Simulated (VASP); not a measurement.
# PbO in VASP: a series of runs, part 2 of 2

VASP 6.6.1. The steps go on from the part before.

## Step 3: Single point, PBE+D3(BJ)

This run uses another cell than the first one, of 125.11 Å³/atom, 1.011 times its volume.

File INCAR:

```
ALGO = Normal ; DIPOL = 0.5 0.5 0.500
EDIFF = 1E-6 ; ENCUT = 520
GGA = PE ; IDIPOL = 3
ISIF = 2 ; ISMEAR = 0
IVDW = 12 ; LASPH = T
LCHARG = F ; LDIPOL = T
LREAL = F ; LWAVE = F
NBANDS = 28 ; NELM = 100
PREC = Accurate ; SIGMA = 0.02
```

File KPOINTS:

```
k-points
0
Gamma
  6 6 1
```

File POSCAR:

```
PbO
1.0
    4.0342382187      0.0000000000      0.0000000000
    0.0000000000      4.0342382187      0.0000000000
    0.0000000000      0.0000000000     30.7487272090
Pb O
2 2
Direct
    0.0000000000      0.5000000000      0.4613908636
    0.5000000000      0.0000000000      0.5386091364
    0.0000000000      0.0000000000      0.5000000000
    0.5000000000      0.5000000000      0.5000000000
```

Potentials or basis: VASP PAW PBE potentials, release 64 (Pb_d, O).

On the command line:

```
cat potpaw_PBE.64/Pb_d/POTCAR potpaw_PBE.64/O/POTCAR > POTCAR
mpirun -np 1 vasp_std > vasp.out
```

OUTCAR:

```text
EDIFF = 1E-6
   ENCUT = 520
   GGA = PE
   ISIF = 2
   ISMEAR = 0
   IVDW = 12
   LASPH = T
   LREAL = F
   NELM = 100
   PREC = Accurate
 IVDW          = 12

 ion  position               nearest neighbor table
   1  0.000  0.500  0.461-   3 2.34   4 2.34   3 2.34   4 2.34   2 3.71   2 3.71   2 3.71   2 3.71

   2  0.500  0.000  0.539-   3 2.34   4 2.34   4 2.34   3 2.34   1 3.71   1 3.71   1 3.71   1 3.71

   3  0.000  0.000  0.500-   1 2.34   2 2.34   1 2.34   2 2.34
   4  0.500  0.500  0.500-   1 2.34   2 2.34   2 2.34   1 2.34

  LATTYP: Found a simple tetragonal cell.
 ALAT       =     4.0342382187
 C/A-ratio  =     7.6219413783

  Lattice vectors:

 A1 = (   4.0342382187,   0.0000000000,   0.0000000000)
 A2 = (   0.0000000000,   4.0342382187,   0.0000000000)
 A3 = (   0.0000000000,   0.0000000000,  30.7487272090)

Analysis of symmetry for initial positions (statically):
=====================================================================
 Subroutine PRICEL returns:
 Original cell was already a primitive cell.

 Routine SETGRP: Setting up the symmetry group for a
 simple tetragonal supercell.

 Subroutine GETGRP returns: Found 16 space group operations
 (whereof  8 operations were pure point group operations)
 out of a pool of 16 trial point group operations.

The static configuration has the point symmetry D_2d.
 The point group associated with its full space group is D_4h.

Analysis of symmetry for dynamics (positions and initial velocities):
=====================================================================
 Subroutine PRICEL returns:
 Original cell was already a primitive cell.

 Routine SETGRP: Setting up the symmetry group for a
 simple tetragonal supercell.

 Subroutine GETGRP returns: Found 16 space group operations
 (whereof  8 operations were pure point group operations)
 out of a pool of 16 trial point group operations.

The dynamic configuration has the point symmetry D_2d.
 The point group associated with its full space group is D_4h.

 Subroutine INISYM returns: Found 16 space group operations
 (whereof  8 operations are pure point group operations),
[... 111 lines left out ...]
   LHFCALC =     F    Hartree Fock is set to
   AEXX    =    0.0000 exact exchange contribution
   IVDW    =    12    specifies the selected vdW correction
   LEPSILON=     F    determine dielectric tensor
   LRPA    =     F    only Hartree local field effects (RPA)
 non-spin polarized calculation
 Gauss-broadening in eV      SIGMA  =   0.02
  energy-cutoff  :      520.00
  volume of cell :      500.44
 maximum number of plane-waves:     13553
   NGX = 15   NGY = 15   NGZ =115

 number of electron      40.0000007 magnetization

 dipolmoment           0.000000      0.000000     -0.000000 electrons x Angstroem

 Free energy of the ion-electron system (eV)
  ---------------------------------------------------
  ext. energy  EPLUGINS =         0.00000000
  ---------------------------------------------------
  free energy    TOTEN  =       -21.46280636 eV

  energy without entropy =      -21.46280636  energy(sigma->0) =      -21.46280636

 E-fermi :  -2.9179     XC(G=0):  -2.0054

 val. band max:       -3.0677487314   @ k =   0.0000   0.0000   0.0000
 cond. band min:      -0.5847437912   @ k =   0.0000   0.0000   0.0000
 fundamental gap:      2.4830049402
 Fermi energy:        -2.9179330111

 k-point     1 :       0.0000    0.0000    0.0000
  band No.  band energies     occupation
      1     -20.6979      2.00000
      2     -20.2625      2.00000
      3     -18.5396      2.00000
      4     -18.5396      2.00000
      5     -18.4997      2.00000
      6     -18.4929      2.00000
[... 299 lines left out ...]
     27       3.5452      0.00000
     28       3.5452      0.00000

------------------------ aborting loop because EDIFF is reached ----------------------------------------

 vacuum level on the upper side and lower side of the slab       (xc-potential included)        -0.005        -0.005

 Edisp (eV)   -0.54463

 E8    (eV) :    -0.2591

  FORCE on cell =-STRESS in cart. coord.  units (eV):
  Direction    XX          YY          ZZ          XY          YZ          ZX
  --------------------------------------------------------------------------------------
  -------------------------------------------------------------------------------------
  Total      -0.00049    -0.00049     0.41748     0.00000     0.00000     0.00000
  in kB      -0.00157    -0.00157     1.33659     0.00000     0.00000     0.00000
  external pressure =        0.44 kB  Pullay stress =        0.00 kB

 VOLUME and BASIS-vectors are now :
 -----------------------------------------------------------------------------
  energy-cutoff  :      520.00
  volume of cell :      500.44
      direct lattice vectors                 reciprocal lattice vectors
     4.034238219  0.000000000  0.000000000     0.247878272  0.000000000  0.000000000
     0.000000000  4.034238219  0.000000000     0.000000000  0.247878272  0.000000000
     0.000000000  0.000000000 30.748727209     0.000000000  0.000000000  0.032521671

 POSITION                                       TOTAL-FORCE (eV/Angst)
 -----------------------------------------------------------------------------------
      0.00000      2.01712     14.18718        -0.000000      0.000000     -0.207576
      2.01712      0.00000     16.56155        -0.000000     -0.000000      0.207576
      0.00000      0.00000     15.37436        -0.000000      0.000000     -0.000000
      2.01712      2.01712     15.37436         0.000000      0.000000     -0.000000
 -----------------------------------------------------------------------------------
    total drift:                                0.000000      0.000000      0.000000

  FREE ENERGIE OF THE ION-ELECTRON SYSTEM (eV)
  ---------------------------------------------------
  free  energy   TOTEN  =       -22.0074374398 eV

  energy  without entropy=      -22.0074374398  energy(sigma->0) =      -22.00743744

 vacuum level on the upper side and lower side of the slab         1.461         1.461
```

Run time: 2.5 min. Hardware: 1 thread of Intel Xeon Platinum 8559C (Emerald Rapids), shared host; peak memory 0.52 GiB.

What came out:

| Item | Value |
| --- | --- |
| Free energy | -22.0074 eV |
| Largest force | 0.208 eV/Å |
| Band gap on the k mesh | 2.48 eV, direct |
| Dispersion energy per atom | -0.136 eV |

Forces in eV/Å, atoms in the order of the input:
```
Pb   0.000  0.000 -0.208
Pb   0.000  0.000  0.208
O    0.000  0.000  0.000
O    0.000  0.000  0.000
```

Caveat: spin-orbit coupling is left out, which moves the levels of the heavy elements.
